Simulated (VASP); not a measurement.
# InSb3 in VASP: further runs

Runs on InSb3. Level: PBE. Tasks: single point.

Program: VASP 6.6.1. These are calculated values, not measurements. Logs are shortened: lines on timing, memory, paths and dates and some standing lists are left out, and cuts for length are marked.

## 1. The cell of the first run

The structure is trigonal, space group R-3m (No. 166). The conventional cell has a = 6.933 Å, b = 6.933 Å, c = 8.782 Å, α = 90.00°, β = 90.00°, γ = 120.00°. In (site symmetry -3m) has 12 Sb at 3.47 to 3.55 Å within 4.6 Å. Sb (site symmetry 2/m) has 8 Sb at 3.47 to 3.55 Å and 4 In at 3.47 to 3.55 Å within 4.6 Å.

## 2. Single point, PBE

File INCAR:

```
SYSTEM = InSb3
PREC = Accurate
ENCUT = 520
EDIFF = 1E-6
ISMEAR = 0
SIGMA = 0.15
LREAL = .False.
LASPH = .True.
NELM = 60
ALGO = Normal
ISIF = 2
LWAVE = .False.
LCHARG = .False.
GGA = PE
NBANDS = 22
```

File KPOINTS:

```
regular mesh
0
Gamma
  8 8 8
  0 0 0
```

File POSCAR:

```
InSb3
1.0
    4.9582785820      0.0560815005      0.0560815005
    0.0560815005      4.9582785820      0.0560815005
    0.0560815005      0.0560815005      4.9582785820
In Sb
1 3
Direct
    0.0000000000      0.0000000000      0.0000000000
    0.5000000000      0.0000000000      0.5000000000
    0.0000000000      0.5000000000      0.5000000000
    0.5000000000      0.5000000000      0.0000000000
```

Potentials or basis: VASP PAW PBE potentials, release 64 (In_d, Sb).

On the command line:

```
$ cat potpaw_PBE.64/In_d/POTCAR potpaw_PBE.64/Sb/POTCAR > POTCAR
$ mpirun -np 1 vasp_std > vasp.out
```

OUTCAR:

```text
SYSTEM = InSb3
   PREC = Accurate
   ENCUT = 520
   EDIFF = 1E-6
   ISMEAR = 0
   LREAL = .False.
   LASPH = .True.
   NELM = 60
   ISIF = 2
   GGA = PE

 ion  position               nearest neighbor table
   1  0.000  0.000  0.000-   2 3.47   3 3.47   3 3.47   4 3.47   2 3.47   4 3.47   2 3.55   3 3.55
                             3 3.55   4 3.55   2 3.55   4 3.55
   2  0.500  0.000  0.500-   1 3.47   4 3.47   3 3.47   4 3.47   1 3.47   3 3.47   1 3.55   4 3.55
                             3 3.55   4 3.55   1 3.55   3 3.55
   3  0.000  0.500  0.500-   1 3.47   4 3.47   1 3.47   2 3.47   2 3.47   4 3.47   1 3.55   1 3.55
                             2 3.55   4 3.55   4 3.55   2 3.55
   4  0.500  0.500  0.000-   2 3.47   3 3.47   1 3.47   2 3.47   1 3.47   3 3.47   1 3.55   2 3.55
                             2 3.55   3 3.55   3 3.55   1 3.55

  LATTYP: Found a trigonal (rhomboedric) cell.
 ALAT       =     4.9589128613
 COS(alpha) =     0.0227434715

  Lattice vectors:

 A1 = (   4.9582785820,   0.0560815005,   0.0560815005)
 A2 = (   0.0560815005,   4.9582785820,   0.0560815005)
 A3 = (   0.0560815005,   0.0560815005,   4.9582785820)

Analysis of symmetry for initial positions (statically):
=====================================================================
 Subroutine PRICEL returns:
 Original cell was already a primitive cell.

 Routine SETGRP: Setting up the symmetry group for a
 trigonal (rhombohedral) supercell.

 Subroutine GETGRP returns: Found 12 space group operations
 (whereof 12 operations were pure point group operations)
 out of a pool of 12 trial point group operations.

The static configuration has the point symmetry D_3d.

Analysis of symmetry for dynamics (positions and initial velocities):
=====================================================================
 Subroutine PRICEL returns:
 Original cell was already a primitive cell.

 Routine SETGRP: Setting up the symmetry group for a
 trigonal (rhombohedral) supercell.

 Subroutine GETGRP returns: Found 12 space group operations
 (whereof 12 operations were pure point group operations)
 out of a pool of 12 trial point group operations.

The dynamic configuration has the point symmetry D_3d.

 Subroutine INISYM returns: Found 12 space group operations
 (whereof 12 operations are pure point group operations),
 and found     1 'primitive' translations

----------------------------------------------------------------------------------------

                                     Primitive cell

  volume of cell :     121.8505

  direct lattice vectors                    reciprocal lattice vectors
     4.958278582  0.056081500  0.056081500     0.201733938 -0.002256228 -0.002256228
     0.056081500  4.958278582  0.056081500    -0.002256228  0.201733938 -0.002256228
     0.056081500  0.056081500  4.958278582    -0.002256228 -0.002256228  0.201733938

  length of vectors
     4.958912861  4.958912861  4.958912861     0.201759171  0.201759171  0.201759171

  position of ions in fractional coordinates (direct lattice)
     0.000000000  0.000000000  0.000000000
     0.500000000  1.000000000  0.500000000
     1.000000000  0.500000000  0.500000000
     0.500000000  0.500000000  1.000000000

  ion indices of the primitive-cell ions
   primitive index   ion index
                 1           1
                 2           2
                 3           3
                 4           4

----------------------------------------------------------------------------------------

 KPOINTS: regular mesh

Automatic generation of k-mesh.
 Grid dimensions read from file:
 generate k-points for:    8    8    8

 Generating k-lattice:

  Cartesian coordinates                     Fractional coordinates (reciprocal lattice)
     0.025216742 -0.000282029 -0.000282029     0.125000000 -0.000000000 -0.000000000
    -0.000282029  0.025216742 -0.000282029    -0.000000000  0.125000000 -0.000000000
    -0.000282029 -0.000282029  0.025216742    -0.000000000 -0.000000000  0.125000000

  Length of vectors
     0.025219896  0.025219896  0.025219896

  Shift w.r.t. Gamma in fractional coordinates (k-lattice)
     0.000000000  0.000000000  0.000000000

 Subroutine IBZKPT returns following result:
 ===========================================

 Found     65 irreducible k-points:

 Following reciprocal coordinates:
            Coordinates               Weight
  0.000000  0.000000  0.000000      1.000000
  0.125000  0.000000  0.000000      6.000000
  0.250000  0.000000  0.000000      6.000000
  0.375000 -0.000000 -0.000000      6.000000
  0.500000  0.000000  0.000000      3.000000
  0.125000  0.125000  0.000000      6.000000
[... 16 lines left out ...]
  0.250000  0.125000  0.125000      6.000000
  0.375000  0.125000  0.125000      6.000000
 [... further k-points ...]
   k-points           NKPTS =     65   k-points in BZ     NKDIM =     65   number of bands    NBANDS=     22
[... 25 lines left out ...]
   POTIM  = 0.5000    time-step for ionic-motion
   TEBEG  =    0.0;   TEEND  =   0.0 temperature during run
   PSTRESS=    0.0 pullay stress
   NELECT =      28.0000    total number of electrons
   NUPDOWN=      -1.0000    fix difference up-down
   EMIN   =  10.00;   EMAX   =-10.00  energy-range for DOS
   EFERMI =   0.00;   METHOD = LEGACY
   ISMEAR =     0;   SIGMA  =   0.15  broadening in eV -4-tet -1-fermi 0-gaus
   EFERMI_NEDOS =   21; number of points for ismear=-14 and -15
   IALGO  =     38    algorithm
   IMIX   =      4    mixing-type and parameters
     AMIX     =   0.40;   BMIX     =  1.00
     AMIX_MAG =   1.60;   BMIX_MAG =  1.00
  volume/ion in A,a.u.               =      30.46       205.57
  Fermi-wavevector in a.u.,A,eV,Ry     =   1.002732  1.894890 13.680282  1.005472
  Thomas-Fermi vector in A             =   2.135239
   LORBIT       =      0    0 simple, 1 ext, 2 COOP (PROOUT), +10 PAW based schemes
   GGA     = PE    functional components
   LHFCALC =     F    Hartree Fock is set to
   AEXX    =    0.0000 exact exchange contribution
   IVDW    =     0    specifies the selected vdW correction
   LEPSILON=     F    determine dielectric tensor
   LRPA    =     F    only Hartree local field effects (RPA)
 non-spin polarized calculation
 Gauss-broadening in eV      SIGMA  =   0.15
  energy-cutoff  :      520.00
  volume of cell :      121.85
 maximum number of plane-waves:      3301
 NGX is ok and might be reduce to    40
   NGX = 19   NGY = 19   NGZ = 19

 number of electron      28.0000009 magnetization

 Free energy of the ion-electron system (eV)
  ---------------------------------------------------
  ext. energy  EPLUGINS =         0.00000000
  ---------------------------------------------------
  free energy    TOTEN  =       -14.11884373 eV

  energy without entropy =      -14.09695332  energy(sigma->0) =      -14.10789853

 E-fermi :   6.6830     XC(G=0):  -9.6535

 val. band max:        6.6308891456   @ k =  -0.3750   0.1250   0.0000
 cond. band min:       6.6983260188   @ k =   0.5000   0.3750   0.1250
 fundamental gap:      0.0674368732
 Fermi energy:         6.6830178845

 k-point     1 :       0.0000    0.0000    0.0000
  band No.  band energies     occupation
      1      -7.7124      2.00000
      2      -7.7124      2.00000
      3      -7.7055      2.00000
      4      -7.7009      2.00000
      5      -7.7009      2.00000
      6      -4.8073      2.00000
[... 14 lines left out ...]
     21      11.3800      0.00000
     22      11.9733      0.00000

 k-point     2 :       0.1250    0.0000    0.0000
  band No.  band energies     occupation
      1      -7.7118      2.00000
      2      -7.7108      2.00000
      3      -7.7062      2.00000
      4      -7.7019      2.00000
      5      -7.7011      2.00000
      6      -4.7219      2.00000
[... 14 lines left out ...]
     21      11.7888      0.00000
     22      12.0480      0.00000

 k-point     3 :       0.2500    0.0000    0.0000
  band No.  band energies     occupation
      1      -7.7106      2.00000
      2      -7.7083      2.00000
      3      -7.7070      2.00000
      4      -7.7043      2.00000
      5      -7.7014      2.00000
      6      -4.4708      2.00000
[... 14 lines left out ...]
     21      11.8391      0.00000
     22      11.9251      0.00000
[... 476 lines left out ...]
 k-point    23 :       0.2500    0.1250    0.1250
  band No.  band energies     occupation
      1      -7.7106      2.00000
      2      -7.7086      2.00000
      3      -7.7058      2.00000
      4      -7.7053      2.00000
      5      -7.7029      2.00000
      6      -4.3255      2.00000
[... 14 lines left out ...]
     21      12.0721      0.00000
     22      12.4928      0.00000

 k-point    24 :       0.3750    0.1250    0.1250
  band No.  band energies     occupation
      1      -7.7131      2.00000
      2      -7.7089      2.00000
      3      -7.7064      2.00000
      4      -7.7043      2.00000
      5      -7.7008      2.00000
      6      -3.9459      2.00000
[... 14 lines left out ...]
     21      11.3384      0.00000
     22      12.9246      0.00000

 [... further k-points ...]
[... 5 lines left out ...]
  --------------------------------------------------------------------------------------
  -------------------------------------------------------------------------------------
  Total       -2.8016057     -2.8016057     -2.8016057     -0.2137043     -0.2137043     -0.2137043
  in kB      -36.8375114    -36.8375114    -36.8375114     -2.8099366     -2.8099366     -2.8099366
  external PRESSURE =     -36.8375114 kB  Pullay stress =       0.0000000 kB

 VOLUME and BASIS-vectors are now :
 -----------------------------------------------------------------------------
  energy-cutoff  :      520.00
  volume of cell :      121.85
      direct lattice vectors                 reciprocal lattice vectors
     4.958278582  0.056081500  0.056081500     0.201733938 -0.002256228 -0.002256228
     0.056081500  4.958278582  0.056081500    -0.002256228  0.201733938 -0.002256228
     0.056081500  0.056081500  4.958278582    -0.002256228 -0.002256228  0.201733938

 POSITION                                       TOTAL-FORCE (eV/Angst)
 -----------------------------------------------------------------------------------
      0.00000      0.00000      0.00000        -0.000000     -0.000000      0.000000
      2.50718      0.05608      2.50718        -0.000000      0.000000      0.000000
      0.05608      2.50718      2.50718         0.000000     -0.000000      0.000000
      2.50718      2.50718      0.05608         0.000000      0.000000      0.000000
 -----------------------------------------------------------------------------------
    total drift:                               -0.000000     -0.000000     -0.000000

  FREE ENERGIE OF THE ION-ELECTRON SYSTEM (eV)
  ---------------------------------------------------
  free  energy   TOTEN  =       -14.1188437320 eV

  energy  without entropy=      -14.0969533212  energy(sigma->0) =      -14.10789853
```

Wall time 3.1 min (1 thread of AMD EPYC 7R13, shared host); peak memory 0.31 GiB.

What came out:

| Item | Value |
| --- | --- |
| Free energy | -14.1188 eV |
| Pressure | -3.7 GPa |
| Band gap on the k mesh | zero (bands 14 and 15 overlap by 3.84 eV) |

Stress tensor (GPa, compression positive):
```
-3.68 -0.28 -0.28
-0.28 -3.68 -0.28
-0.28 -0.28 -3.68
```

Caveat: the cell stands under tension; spin-orbit coupling is left out, which moves the levels of the heavy elements.

## 3. Single point, PBE

File INCAR:

```
  ALGO = Normal
  EDIFF = 1E-7
  ENCUT = 520
  GGA = PE
  ISIF = 2
  ISMEAR = 0
  LASPH = True
  LCHARG = False
  LREAL = False
  LWAVE = False
  NBANDS = 22
  NELM = 80
  PREC = Accurate
  SIGMA = 0.15
```

File KPOINTS:

```
k-points
0
Gamma
  8 8 8
```

File POSCAR:

```
InSb3
1.0
    4.9582785820     -0.0560815005     -0.0560815005
   -0.0560815005      4.9582785820     -0.0560815005
   -0.0560815005     -0.0560815005      4.9582785820
In Sb
1 3
Direct
    0.0000000000      0.0000000000      0.0000000000
    0.5000000000      0.0000000000      0.5000000000
    0.0000000000      0.5000000000      0.5000000000
    0.5000000000      0.5000000000      0.0000000000
```

Potentials or basis: VASP PAW PBE potentials, release 64 (In_d, Sb).

On the command line:

```
$ cat potpaw_PBE.64/In_d/POTCAR potpaw_PBE.64/Sb/POTCAR > POTCAR
$ mpirun -np 1 vasp_std > vasp.out
```

It took 3.6 min on 1 thread of AMD EPYC 7R13, shared host; peak memory 0.31 GiB.

The run converged. Its results:

```yaml
Free_energy: -14.1181 eV
Pressure: -3.7 GPa
Band_gap_on_the_k_mesh: zero (bands 14 and 15 overlap by 3.88 eV)
```

Stress tensor (GPa, compression positive):
```
-3.68  0.30  0.30
 0.30 -3.68  0.30
 0.30  0.30 -3.68
```

Levels at points of the mesh, in eV from the Fermi level:
```csv
k point,band 12,band 13,band 14,band 15,band 16,band 17
"(0.00, 0.00, 0.00)",-3.52,0.22,0.54,0.54,1.62,1.62
"(0.50, 0.00, 0.00)",-1.85,-1.70,-0.88,-0.64,1.61,1.77
"(0.50, 0.50, 0.00)",-1.50,-1.09,-0.99,-0.92,-0.44,1.26
"(0.50, 0.50, 0.50)",-4.43,-4.34,2.96,2.96,3.21,3.34
```

Caveat: the cell stands under tension; spin-orbit coupling is left out, which moves the levels of the heavy elements.

## 4. Single point, PBE

This run uses another cell than the first one, of 25.45 Å³/atom.

File INCAR:

```
ALGO     = Normal         # electronic algorithm
EDIFF    = 1E-6           # SCF threshold, eV
ENCUT    = 520            # plane-wave cutoff, eV
GGA      = PE             # functional
ISIF     = 2              # what is computed and relaxed
ISMEAR   = 0              # smearing method
LASPH    = T              # aspherical terms in the spheres
LCHARG   = F              # write CHGCAR
LREAL    = F              # projectors in reciprocal space
LWAVE    = F              # write WAVECAR
NBANDS   = 22             # bands
NELM     = 80             # most SCF steps
PREC     = Accurate       # precision mode
SIGMA    = 0.15           # smearing width, eV
```

KPOINTS is that of step 3.

File POSCAR:

```
InSb3
1.0
    4.6694468200      0.0000000000      0.0000000000
    0.0000000000      4.6694468200      0.0000000000
    0.0000000000      0.0000000000      4.6694468200
In Sb
1 3
Direct
    0.0000000000      0.0000000000      0.0000000000
    0.5000000000      0.0000000000      0.5000000000
    0.0000000000      0.5000000000      0.5000000000
    0.5000000000      0.5000000000      0.0000000000
```

On the command line:

```
$ cat potpaw_PBE.64/In_d/POTCAR potpaw_PBE.64/Sb/POTCAR > POTCAR
$ mpirun -np 1 vasp_std > vasp.out
```

Wall time 71 s (1 thread of Intel Xeon 8259CL, shared host); peak memory 0.25 GiB.

Results (log left out):

```yaml
Free_energy: -14.0992 eV
Pressure: 5.7 GPa
Band_gap_on_the_k_mesh: zero (bands 14 and 15 overlap by 5.15 eV)
```

Levels at points of the mesh, in eV from the Fermi level:
```tsv
k point	band 10	band 11	band 12	band 13	band 14	band 15	band 16	band 17	band 18	band 19
(0.00, 0.00, 0.00)	-4.73	-4.73	-3.60	0.47	0.47	0.47	1.82	1.82	1.82	4.85
(0.50, 0.00, 0.00)	-3.20	-3.20	-2.37	-2.37	-1.28	-1.02	2.39	2.39	2.44	2.78
(0.50, 0.50, 0.00)	-2.53	-1.67	-1.67	-1.53	-1.24	-1.24	-0.33	0.91	3.63	3.89
(0.50, 0.50, 0.50)	-5.49	-5.49	-5.49	-5.01	3.92	3.92	4.01	4.01	4.01	6.85
```

Caveat: the cell stands under pressure; spin-orbit coupling is left out, which moves the levels of the heavy elements.

## 5. Single point, PBE

This run uses another cell than the first one, of 26.25 Å³/atom.

File INCAR:

```
SYSTEM = InSb3
PREC = Accurate
ENCUT = 520
EDIFF = 1E-6
ISMEAR = 0
SIGMA = 0.15
LREAL = .False.
LASPH = .True.
NELM = 80
ALGO = Normal
ISIF = 2
LWAVE = .False.
LCHARG = .False.
GGA = PE
NBANDS = 22
```

File KPOINTS:

```
regular mesh
0
Gamma
  8 8 8
  0 0 0
```

File POSCAR:

```
InSb3
1.0
    4.7175854470      0.0000000000      0.0000000000
    0.0000000000      4.7175854470      0.0000000000
    0.0000000000      0.0000000000      4.7175854470
In Sb
1 3
Direct
    0.0000000000      0.0000000000      0.0000000000
    0.5000000000      0.0000000000      0.5000000000
    0.0000000000      0.5000000000      0.5000000000
    0.5000000000      0.5000000000      0.0000000000
```

On the command line:

```
$ cat potpaw_PBE.64/In_d/POTCAR potpaw_PBE.64/Sb/POTCAR > POTCAR
$ mpirun -np 1 vasp_std > vasp.out
```

Wall time 98 s (1 thread of Intel Xeon 8259CL, shared host); peak memory 0.25 GiB.

Results (log left out):

```yaml
Free_energy: -14.1904 eV
Pressure: 3.5 GPa
Band_gap_on_the_k_mesh: zero (bands 14 and 15 overlap by 4.95 eV)
```

Levels at points of the mesh, in eV from the Fermi level:
| k point | band 11 | band 12 | band 13 | band 14 | band 15 | band 16 | band 17 | band 18 |
| --- | --- | --- | --- | --- | --- | --- | --- | --- |
| (0.00, 0.00, 0.00) | -4.56 | -3.58 | 0.47 | 0.47 | 0.47 | 1.80 | 1.80 | 1.80 |
| (0.50, 0.00, 0.00) | -3.08 | -2.26 | -2.26 | -1.21 | -0.95 | 2.29 | 2.31 | 2.31 |
| (0.50, 0.50, 0.00) | -1.65 | -1.65 | -1.46 | -1.18 | -1.18 | -0.37 | 0.97 | 3.50 |
| (0.50, 0.50, 0.50) | -5.29 | -5.29 | -4.92 | 3.77 | 3.77 | 3.85 | 3.85 | 3.85 |

Caveat: the cell stands under pressure; spin-orbit coupling is left out, which moves the levels of the heavy elements.

## 6. Single point, PBE

This run uses another cell than the first one, of 27.06 Å³/atom.

File INCAR:

```
PREC = Accurate
ENCUT = 520
EDIFF = 1E-6
ISMEAR = 0
SIGMA = 0.15
LREAL = F
LASPH = T
NELM = 60
ALGO = Normal
ISIF = 2
LWAVE = F
LCHARG = F
GGA = PE
NBANDS = 22
```

File KPOINTS:

```
regular mesh
0
Gamma
  8 8 8
```

File POSCAR:

```
InSb3
1.0
    4.7657240740      0.0000000000      0.0000000000
    0.0000000000      4.7657240740      0.0000000000
    0.0000000000      0.0000000000      4.7657240740
In Sb
1 3
Direct
    0.0000000000      0.0000000000      0.0000000000
    0.5000000000      0.0000000000      0.5000000000
    0.0000000000      0.5000000000      0.5000000000
    0.5000000000      0.5000000000      0.0000000000
```

Potentials or basis: VASP PAW PBE potentials, release 64 (In_d, Sb).

On the command line:

```
$ cat potpaw_PBE.64/In_d/POTCAR potpaw_PBE.64/Sb/POTCAR > POTCAR
$ mpirun -np 1 vasp_std > vasp.out
```

Run time: 84 s. Hardware: 1 thread of Intel Xeon 8259CL, shared host; peak memory 0.25 GiB.

It converged, with:

```
Free energy            : -14.2417 eV
Pressure               : 1.6 GPa
Band gap on the k mesh : zero (bands 14 and 15 overlap by 4.76 eV)
```

Levels at points of the mesh, in eV from the Fermi level:
| k point | band 10 | band 11 | band 12 | band 13 | band 14 | band 15 | band 16 | band 17 | band 18 | band 19 |
| --- | --- | --- | --- | --- | --- | --- | --- | --- | --- | --- |
| (0.00, 0.00, 0.00) | -4.39 | -4.39 | -3.57 | 0.47 | 0.47 | 0.47 | 1.77 | 1.77 | 1.77 | 4.77 |
| (0.50, 0.00, 0.00) | -2.97 | -2.97 | -2.16 | -2.16 | -1.14 | -0.88 | 2.14 | 2.24 | 2.24 | 2.54 |
| (0.50, 0.50, 0.00) | -2.48 | -1.63 | -1.63 | -1.39 | -1.13 | -1.13 | -0.40 | 1.03 | 3.38 | 3.60 |
| (0.50, 0.50, 0.50) | -5.10 | -5.10 | -5.10 | -4.83 | 3.63 | 3.63 | 3.71 | 3.71 | 3.71 | 6.54 |

Caveat: spin-orbit coupling is left out, which moves the levels of the heavy elements.

## 7. Overview

| cell | gap on the mesh (eV) | pressure (GPa) |
| --- | --- | --- |
| a = 4.959 Å, angles 88.7°, 4 atoms | none | -3.7 |
| a = 4.959 Å, angles 91.3°, 4 atoms | none | -3.7 |
| a = 4.669 Å, 4 atoms | none | 5.7 |
| a = 4.718 Å, 4 atoms | none | 3.5 |
| a = 4.766 Å, 4 atoms | none | 1.6 |

Alike in all rows: task single point; level PBE; potentials or basis VASP PAW PBE potentials, release 64 (In_d, Sb); no spin polarisation; k mesh 8 × 8 × 8; cutoff (eV) 520; smearing gaussian 0.15 eV.

Caveats: spin-orbit coupling is left out, which moves the levels of the heavy elements; the cell stands under tension (at least some runs); the cell stands under pressure (at least some runs).

Absolute energies hang on the potentials; compare differences alone.
